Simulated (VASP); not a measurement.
# RbLiAlH4 (F-43m) in VASP: notebook

The runs below take RbLiAlH4 through single point, relaxation of cell and atoms, with PBE.

All numbers are computed with VASP 6.6.1; they aren't measurements. Logs are shortened: lines on timing, memory, paths and dates and some standing lists are left out, and cuts for length are marked.

### 1 The cell of the first run

It takes space group F-43m (No. 216, cubic). Conventional cell: a = 7.980 Å, b = 7.980 Å, c = 7.980 Å, α = 90.00°, β = 90.00°, γ = 90.00°. Within 4.4 Å of Rb (site symmetry -43m) lie 12 H at 3.32 Å and 4 Li at 3.46 Å and 6 Al at 3.99 Å. Li (site symmetry -43m) has 4 H at 1.81 Å within 2.4 Å. Al (site symmetry -43m) has 4 H at 1.65 Å within 2.2 Å. H (site symmetry 3m) has 1 Al at 1.65 Å and 1 Li at 1.81 Å within 2.2 Å.

### 2 Single point, PBE

INCAR reads:

```
SYSTEM = RbLiAlH4
  PREC = Accurate
  ENCUT = 520
  EDIFF = 1E-7
  ISMEAR = 0
  SIGMA = 0.1
  LREAL = .False.
  LASPH = .True.
  NELM = 100
  ALGO = Normal
  ISIF = 2
  LWAVE = .False.
  LCHARG = .True.
  GGA = PE
  LELF = .True.
  LVHAR = .True.
  NBANDS = 18
```

KPOINTS reads:

```
regular mesh
0
Gamma
  8 8 8
  0 0 0
```

POSCAR reads:

```
RbLiAlH4
1.0
    0.0000000000      3.9898459786      3.9898459786
    3.9898459786      0.0000000000      3.9898459786
    3.9898459786      3.9898459786      0.0000000000
Rb Li Al H
1 1 1 4
Direct
    0.0000000000      0.0000000000      0.0000000000
    0.7500000000      0.7500000000      0.7500000000
    0.5000000000      0.5000000000      0.5000000000
    0.1422573664      0.6192475445      0.6192475445
    0.6192475445      0.1422573664      0.6192475445
    0.6192475445      0.6192475445      0.1422573664
    0.6192475445      0.6192475445      0.6192475445
```

Potentials or basis: VASP PAW PBE potentials, release 64 (Rb_sv, Li_sv, Al, H).

Launch:

```console
cat potpaw_PBE.64/Rb_sv/POTCAR potpaw_PBE.64/Li_sv/POTCAR potpaw_PBE.64/Al/POTCAR potpaw_PBE.64/H/POTCAR > POTCAR
mpirun -np 1 vasp_std > vasp.out
```

OUTCAR:

```text
SYSTEM = RbLiAlH4
   PREC = Accurate
   ENCUT = 520
   EDIFF = 1E-7
   ISMEAR = 0
   LREAL = .False.
   LASPH = .True.
   NELM = 100
   ISIF = 2
   GGA = PE

 ion  position               nearest neighbor table
   1  0.000  0.000  0.000-   5 3.32   6 3.32   4 3.32   6 3.32   4 3.32   5 3.32   7 3.32   7 3.32
                             7 3.32   6 3.32   5 3.32   4 3.32   2 3.46   2 3.46   2 3.46   2 3.46
   2  0.750  0.750  0.750-   1 3.46   1 3.46   1 3.46   1 3.46
   3  0.500  0.500  0.500-   7 1.65   5 1.65   6 1.65   4 1.65   1 3.99   1 3.99   1 3.99   1 3.99
                             1 3.99   1 3.99
   4  0.142  0.619  0.619-   3 1.65   1 3.32   1 3.32   1 3.32
   5  0.619  0.142  0.619-   3 1.65   1 3.32   1 3.32   1 3.32
   6  0.619  0.619  0.142-   3 1.65   1 3.32   1 3.32   1 3.32
   7  0.619  0.619  0.619-   3 1.65   1 3.32   1 3.32   1 3.32

  LATTYP: Found a face centered cubic cell.
 ALAT       =     7.9796919572

  Lattice vectors:

 A1 = (   0.0000000000,   3.9898459786,   3.9898459786)
 A2 = (   3.9898459786,   0.0000000000,   3.9898459786)
 A3 = (   3.9898459786,   3.9898459786,   0.0000000000)

Analysis of symmetry for initial positions (statically):
=====================================================================
 Subroutine PRICEL returns:
 Original cell was already a primitive cell.

 Routine SETGRP: Setting up the symmetry group for a
 face centered cubic supercell.

 Subroutine GETGRP returns: Found 24 space group operations
 (whereof 24 operations were pure point group operations)
 out of a pool of 48 trial point group operations.

The static configuration has the point symmetry T_d .

Analysis of symmetry for dynamics (positions and initial velocities):
=====================================================================
 Subroutine PRICEL returns:
 Original cell was already a primitive cell.

 Routine SETGRP: Setting up the symmetry group for a
 face centered cubic supercell.

 Subroutine GETGRP returns: Found 24 space group operations
 (whereof 24 operations were pure point group operations)
 out of a pool of 48 trial point group operations.

The dynamic configuration has the point symmetry T_d .

 Subroutine INISYM returns: Found 24 space group operations
 (whereof 24 operations are pure point group operations),
 and found     1 'primitive' translations

----------------------------------------------------------------------------------------

                                     Primitive cell

  volume of cell :     127.0277

  direct lattice vectors                    reciprocal lattice vectors
     0.000000000  3.989845979  3.989845979    -0.125318121  0.125318121  0.125318121
     3.989845979  0.000000000  3.989845979     0.125318121 -0.125318121  0.125318121
     3.989845979  3.989845979  0.000000000     0.125318121  0.125318121 -0.125318121

  length of vectors
     5.642494295  5.642494295  5.642494295     0.217057352  0.217057352  0.217057352

  position of ions in fractional coordinates (direct lattice)
     0.000000000  0.000000000  0.000000000
     0.750000000  0.750000000  0.750000000
     0.500000000  0.500000000  0.500000000
     0.142257366  0.619247544  0.619247544
     0.619247544  0.142257366  0.619247544
     0.619247544  0.619247544  0.142257366
     0.619247544  0.619247544  0.619247544

  ion indices of the primitive-cell ions
   primitive index   ion index
                 1           1
                 2           2
                 3           3
                 4           4
                 5           5
                 6           6
                 7           7

----------------------------------------------------------------------------------------

 KPOINTS: regular mesh

Automatic generation of k-mesh.
 Grid dimensions read from file:
 generate k-points for:    8    8    8

 Generating k-lattice:

  Cartesian coordinates                     Fractional coordinates (reciprocal lattice)
    -0.015664765  0.015664765  0.015664765     0.125000000  0.000000000  0.000000000
     0.015664765 -0.015664765  0.015664765     0.000000000  0.125000000  0.000000000
     0.015664765  0.015664765 -0.015664765     0.000000000  0.000000000  0.125000000

  Length of vectors
     0.027132169  0.027132169  0.027132169

  Shift w.r.t. Gamma in fractional coordinates (k-lattice)
     0.000000000  0.000000000  0.000000000

 Subroutine IBZKPT returns following result:
 ===========================================

 Found     29 irreducible k-points:

 Following reciprocal coordinates:
            Coordinates               Weight
  0.000000  0.000000  0.000000      1.000000
  0.125000  0.000000  0.000000      8.000000
  0.250000  0.000000  0.000000      8.000000
  0.375000  0.000000  0.000000      8.000000
  0.500000  0.000000  0.000000      4.000000
  0.125000  0.125000  0.000000      6.000000
[... 16 lines left out ...]
  0.500000  0.250000  0.125000     48.000000
 -0.375000  0.250000  0.125000     24.000000
 [... further k-points ...]
   k-points           NKPTS =     29   k-points in BZ     NKDIM =     29   number of bands    NBANDS=     18
   number of dos      NEDOS =    301   number of ions     NIONS =      7
   total plane-waves  NPLWV =  74088
   dimension x,y,z NGX =    42 NGY =   42 NGZ =   42
   dimension x,y,z NGXF=    84 NGYF=   84 NGZF=   84
   ions per type =               1   1   1   4
   NGX,Y,Z   is equivalent  to a cutoff of  12.37, 12.37, 12.37 a.u.
   NGXF,Y,Z  is equivalent  to a cutoff of  24.75, 24.75, 24.75 a.u.
 SYSTEM =  RbLiAlH4
   PREC   = accura    normal or accurate (medium, high low for compatibility)
   ISTART =      0    job   : 0-new  1-cont  2-samecut
   ICHARG =      2    charge: 1-file 2-atom 10-const
   ISPIN  =      1    spin polarized calculation?
   LNONCOLLINEAR =      F non collinear calculations
   LSORBIT =      F    spin-orbit coupling
   LASPH  =      T    aspherical Exc in radial PAW
   ENCUT  =  520.0 eV  38.22 Ry    6.18 a.u.  10.49 10.49 10.49*2*pi/ulx,y,z
   NELM   =    100;   NELMIN=  2; NELMDL= -5     # of ELM steps
   EDIFF  = 0.1E-06   stopping-criterion for ELM
   LREAL  =      F    real-space projection
   EDIFFG = 0.1E-05   stopping-criterion for IOM
   NSW    =      0    number of steps for IOM
   IBRION =     -1    ionic relax: 0-MD 1-quasi-New 2-CG
   NFREE  =      0    steps in history (QN), initial steepest desc. (CG)
   ISIF   =      2    stress and relaxation
   ISYM   =      2    0-nonsym 1-usesym 2-fastsym
   POTIM  = 0.5000    time-step for ionic-motion
   TEBEG  =    0.0;   TEEND  =   0.0 temperature during run
   PSTRESS=    0.0 pullay stress
   NELECT =      19.0000    total number of electrons
   NUPDOWN=      -1.0000    fix difference up-down
   EMIN   =  10.00;   EMAX   =-10.00  energy-range for DOS
   EFERMI =   0.00;   METHOD = LEGACY
   ISMEAR =     0;   SIGMA  =   0.10  broadening in eV -4-tet -1-fermi 0-gaus
   EFERMI_NEDOS =   21; number of points for ismear=-14 and -15
   IALGO  =     38    algorithm
   IMIX   =      4    mixing-type and parameters
     AMIX     =   0.40;   BMIX     =  1.00
     AMIX_MAG =   1.60;   BMIX_MAG =  1.00
  volume/ion in A,a.u.               =      18.15       122.46
  Fermi-wavevector in a.u.,A,eV,Ry     =   0.869014  1.642198 10.274911  0.755185
  Thomas-Fermi vector in A             =   1.987775
   LORBIT       =      0    0 simple, 1 ext, 2 COOP (PROOUT), +10 PAW based schemes
   GGA     = PE    functional components
   LHFCALC =     F    Hartree Fock is set to
   AEXX    =    0.0000 exact exchange contribution
   IVDW    =     0    specifies the selected vdW correction
   LEPSILON=     F    determine dielectric tensor
   LRPA    =     F    only Hartree local field effects (RPA)
 non-spin polarized calculation
 Gauss-broadening in eV      SIGMA  =   0.10
  energy-cutoff  :      520.00
  volume of cell :      127.03
 maximum number of plane-waves:      3479
 NGX is ok and might be reduce to    42
   NGX = 21   NGY = 21   NGZ = 21

 number of electron      18.9999993 magnetization

 Free energy of the ion-electron system (eV)
  ---------------------------------------------------
  ext. energy  EPLUGINS =         0.00000000
  ---------------------------------------------------
  free energy    TOTEN  =       -20.34004608 eV

  energy without entropy =      -20.31402826  energy(sigma->0) =      -20.32703717

 E-fermi :   2.1913     XC(G=0):  -7.0634

 val. band max:        2.1618569356   @ k =   0.2500   0.0000   0.0000
 cond. band min:       2.1939628945   @ k =   0.1250   0.1250   0.0000
 fundamental gap:      0.0321059589
 Fermi energy:         2.1913356085

 k-point     1 :       0.0000    0.0000    0.0000
  band No.  band energies     occupation
      1     -46.1025      2.00000
      2     -27.0316      2.00000
      3     -11.1332      2.00000
      4     -11.1332      2.00000
      5     -11.1332      2.00000
      6      -7.0915      2.00000
[... 10 lines left out ...]
     17       7.7849      0.00000
     18       7.7849      0.00000

 k-point     2 :       0.1250    0.0000    0.0000
  band No.  band energies     occupation
      1     -46.1025      2.00000
      2     -27.0314      2.00000
      3     -11.1439      2.00000
      4     -11.1340      2.00000
      5     -11.1340      2.00000
      6      -7.0305      2.00000
[... 10 lines left out ...]
     17       7.2041      0.00000
     18       7.5540      0.00000

 k-point     3 :       0.2500    0.0000    0.0000
  band No.  band energies     occupation
      1     -46.1025      2.00000
      2     -27.0311      2.00000
      3     -11.1693      2.00000
      4     -11.1360      2.00000
      5     -11.1360      2.00000
      6      -6.8705      2.00000
[... 412 lines left out ...]
 k-point    23 :       0.5000    0.2500    0.1250
  band No.  band energies     occupation
      1     -46.1025      2.00000
      2     -27.0306      2.00000
      3     -11.1857      2.00000
      4     -11.1526      2.00000
      5     -11.1422      2.00000
      6      -6.6411      2.00000
[... 10 lines left out ...]
     17       6.5021      0.00000
     18       6.5929      0.00000

 k-point    24 :      -0.3750    0.2500    0.1250
  band No.  band energies     occupation
      1     -46.1025      2.00000
      2     -27.0305      2.00000
      3     -11.1912      2.00000
      4     -11.1537      2.00000
      5     -11.1443      2.00000
      6      -6.5808      2.00000
[... 10 lines left out ...]
     17       6.2126      0.00000
     18       6.8110      0.00000

 [... further k-points ...]

------------------------ aborting loop because EDIFF is reached ----------------------------------------

  FORCE on cell =-STRESS in cart. coord.  units (eV):
  Direction    XX          YY          ZZ          XY          YZ          ZX
  --------------------------------------------------------------------------------------
  -------------------------------------------------------------------------------------
  Total       -0.0452988     -0.0452988     -0.0452988     -0.0000000     -0.0000000     -0.0000000
  in kB       -0.5713462     -0.5713462     -0.5713462     -0.0000000     -0.0000000     -0.0000000
  external PRESSURE =      -0.5713462 kB  Pullay stress =       0.0000000 kB

 VOLUME and BASIS-vectors are now :
 -----------------------------------------------------------------------------
  energy-cutoff  :      520.00
  volume of cell :      127.03
      direct lattice vectors                 reciprocal lattice vectors
     0.000000000  3.989845979  3.989845979    -0.125318121  0.125318121  0.125318121
     3.989845979  0.000000000  3.989845979     0.125318121 -0.125318121  0.125318121
     3.989845979  3.989845979  0.000000000     0.125318121  0.125318121 -0.125318121

 POSITION                                       TOTAL-FORCE (eV/Angst)
 -----------------------------------------------------------------------------------
      0.00000      0.00000      0.00000        -0.000000      0.000000     -0.000000
      5.98477      5.98477      5.98477        -0.000000      0.000000     -0.000000
      3.98985      3.98985      3.98985        -0.000000      0.000000     -0.000000
      4.94140      3.03829      3.03829        -0.010657      0.010657      0.010657
      3.03829      4.94140      3.03829         0.010657     -0.010657      0.010657
      3.03829      3.03829      4.94140         0.010657      0.010657     -0.010657
      4.94140      4.94140      4.94140        -0.010657     -0.010657     -0.010657
 -----------------------------------------------------------------------------------
    total drift:                               -0.000000     -0.000000     -0.000000

  FREE ENERGIE OF THE ION-ELECTRON SYSTEM (eV)
  ---------------------------------------------------
  free  energy   TOTEN  =       -20.3400460819 eV

  energy  without entropy=      -20.3140282626  energy(sigma->0) =      -20.32703717
```

Run time: 58 s. Hardware: 1 thread of Intel Xeon Platinum 8488C (Sapphire Rapids), shared host; peak memory 0.29 GiB.

Results:

| Property | Result |
| --- | --- |
| Free energy | -20.3400 eV |
| Largest force | 0.018 eV/Å |

Forces on the atoms (eV/Å):
```
Rb   0.000  0.000  0.000
Li   0.000  0.000  0.000
Al   0.000  0.000  0.000
H   -0.011  0.011  0.011
H    0.011 -0.011  0.011
H    0.011  0.011 -0.011
H   -0.011 -0.011 -0.011
```

Caveat: the cutoff is under 1.25 times the usual one of these potentials, so pressure, stress and relaxed cells hold a basis-set (Pulay) error.

### 3 Relaxation of cell and atoms, PBE

INCAR reads:

```
SYSTEM = RbLiAlH4
PREC     = Accurate       ! precision mode
ENCUT    = 600            ! plane-wave cutoff, eV
EDIFF    = 1E-6           ! SCF threshold, eV
ISMEAR   = 0              ! smearing method
SIGMA    = 0.1            ! smearing width, eV
LREAL    = .False.        ! projectors in reciprocal space
LASPH    = .True.         ! aspherical terms in the spheres
NELM     = 100            ! most SCF steps
ALGO     = Normal         ! electronic algorithm
ISIF     = 3              ! what is computed and relaxed
LWAVE    = .False.        ! write WAVECAR
LCHARG   = .False.        ! write CHGCAR
GGA      = PE             ! functional
IBRION   = 2              ! ionic algorithm
NSW      = 100            ! ionic steps
EDIFFG   = -0.01          ! ionic threshold
```

KPOINTS reads:

```
Automatic mesh
0
Gamma
  8 8 8
  0 0 0
```

POSCAR is that of step 2.

Potentials or basis: VASP PAW PBE potentials, release 64 (Rb_sv, Li_sv, Al, H).

Launch:

```console
cat potpaw_PBE.64/Rb_sv/POTCAR potpaw_PBE.64/Li_sv/POTCAR potpaw_PBE.64/Al/POTCAR potpaw_PBE.64/H/POTCAR > POTCAR
mpirun -np 1 vasp_std > vasp.out
```

Wall time 59 s (1 thread of Intel Xeon Platinum 8488C (Sapphire Rapids), shared host); peak memory 0.36 GiB.

Results (log left out):

```yaml
Free_energy: -20.3415 eV
Relaxed_volume: 18.14 Å³/atom
Relaxed_cell: a = 5.642 Å, b = 5.642 Å, c = 5.642 Å, α = 60.00°, β = 60.00°, γ = 60.00°
Space_group_after_relaxing_to_0.05_Å: F-43m (No. 216)
Energy_gained_by_relaxing: 0.0 meV/atom
Ionic_steps: 2
Pressure_after_relaxing: 0.0 GPa
Largest_force_after_relaxing: 0.006 eV/Å
```

Forces in eV/Å, atoms in the order of the input:
```
Rb   0.000  0.000  0.000
Li   0.000  0.000  0.000
Al   0.000  0.000  0.000
H   -0.003  0.003  0.003
H    0.003 -0.003  0.003
H    0.003  0.003 -0.003
H   -0.003 -0.003 -0.003
```

Final structure:
```
Rb Li Al H
1.0
     0.00000    3.98931    3.98931
     3.98931    0.00000    3.98931
     3.98931    3.98931    0.00000
Rb Li Al H
1 1 1 4
Direct
  0.00000 0.00000 0.00000
  0.75000 0.75000 0.75000
  0.50000 0.50000 0.50000
  0.14246 0.61918 0.61918
  0.61918 0.14246 0.61918
  0.61918 0.61918 0.14246
  0.61918 0.61918 0.61918
```

Levels at points of the mesh, in eV from the Fermi level:
```tsv
k point	band 6	band 7	band 8	band 9	band 10	band 11	band 12	band 13
(0.00, 0.00, 0.00)	-9.29	-5.54	-5.54	-5.54	0.21	0.56	0.56	0.56
(0.50, 0.00, 0.00)	-8.79	-6.45	-5.66	-5.66	-0.06	1.48	1.48	2.11
(0.50, 0.50, 0.00)	-8.81	-6.40	-5.67	-5.67	-0.32	0.42	2.92	2.92
```

Caveat: the cutoff is under 1.25 times the usual one of these potentials, so pressure, stress and relaxed cells hold a basis-set (Pulay) error.

### 4 Single point, PBE

This run uses another cell than the first one, of 10.28 Å³/atom, 0.567 times its volume.

INCAR reads:

```
ALGO = Normal
EDIFF = 1E-6
ENCUT = 520
GGA = PE
ISIF = 2
ISMEAR = 0
LASPH = True
LCHARG = False
LREAL = False
LWAVE = False
NBANDS = 18
NELM = 100
PREC = Accurate
SIGMA = 0.1
```

KPOINTS reads:

```
k-points
0
Gamma
  4 4 4
```

POSCAR reads:

```
RbLiAlH4
1.0
    0.0000000000      3.3014066400      3.3014066400
    3.3014066400      0.0000000000      3.3014066400
    3.3014066400      3.3014066400      0.0000000000
Rb Li Al H
1 1 1 4
Direct
    0.0000000000      0.0000000000      0.0000000000
    0.2500000000      0.2500000000      0.2500000000
    0.5000000000      0.5000000000      0.5000000000
    0.4066084200      0.7801747400      0.4066084200
    0.4066084200      0.4066084200      0.4066084200
    0.7801747400      0.4066084200      0.4066084200
    0.4066084200      0.4066084200      0.7801747400
```

Launch:

```console
cat potpaw_PBE.64/Rb_sv/POTCAR potpaw_PBE.64/Li_sv/POTCAR potpaw_PBE.64/Al/POTCAR potpaw_PBE.64/H/POTCAR > POTCAR
mpirun -np 1 vasp_std > vasp.out
```

Wall time 11 s (1 thread of Intel Xeon Platinum 8488C (Sapphire Rapids), shared host); peak memory 0.21 GiB.

Results (log left out):

- Free energy: -2.8327 eV
- Largest force: 22.017 eV/Å

Forces in eV/Å, atoms in the order of the input:
```
Rb    0.000   0.000   0.000
Li    0.000   0.000   0.000
Al    0.000   0.000   0.000
H    12.712 -12.712  12.712
H   -12.712 -12.712 -12.712
H   -12.712  12.712  12.712
H    12.712  12.712 -12.712
```

Levels at points of the mesh, in eV from the Fermi level:
```tsv
k point	band 7	band 8	band 9	band 10	band 11	band 12
(0.00, 0.00, 0.00)	-6.17	-6.17	-6.17	0.73	0.73	0.73
(0.50, 0.00, 0.00)	-7.34	-6.49	-6.49	0.55	2.57	2.57
(0.50, 0.50, 0.00)	-6.62	-6.17	-6.17	-0.68	1.76	3.81
```

Caveat: the k points lie up to 0.41 Å⁻¹ apart; the cutoff is under 1.25 times the usual one of these potentials, so pressure, stress and relaxed cells hold a basis-set (Pulay) error; forces of over 1 eV/Å act on the atoms, so gaps and moduli don't describe the material at rest.

### 5 Summary

```tsv
task	cell	k mesh	cutoff (eV)	gap on the mesh (eV)	largest force (eV/Å)
single point	a = 5.642 Å, angles 60.0°, 7 atoms	8 × 8 × 8	520	none	0.02
relaxation of cell and atoms	relaxed from a = 5.642 Å, angles 60.0°, 7 atoms	8 × 8 × 8	600	none	0.01
single point	a = 4.669 Å, angles 60.0°, 7 atoms	4 × 4 × 4	520	none	22.02
```

Alike in all rows: level PBE; potentials or basis VASP PAW PBE potentials, release 64 (Rb_sv, Li_sv, Al, H); no spin polarisation; smearing gaussian 0.1 eV.

Caveats: some runs use coarse meshes; the cutoff is under 1.25 times the usual one of these potentials, so pressure, stress and relaxed cells hold a basis-set (Pulay) error; forces of over 1 eV/Å act on the atoms, so gaps and moduli don't describe the material at rest (some runs).

Absolute energies hang on the potentials; compare differences alone.
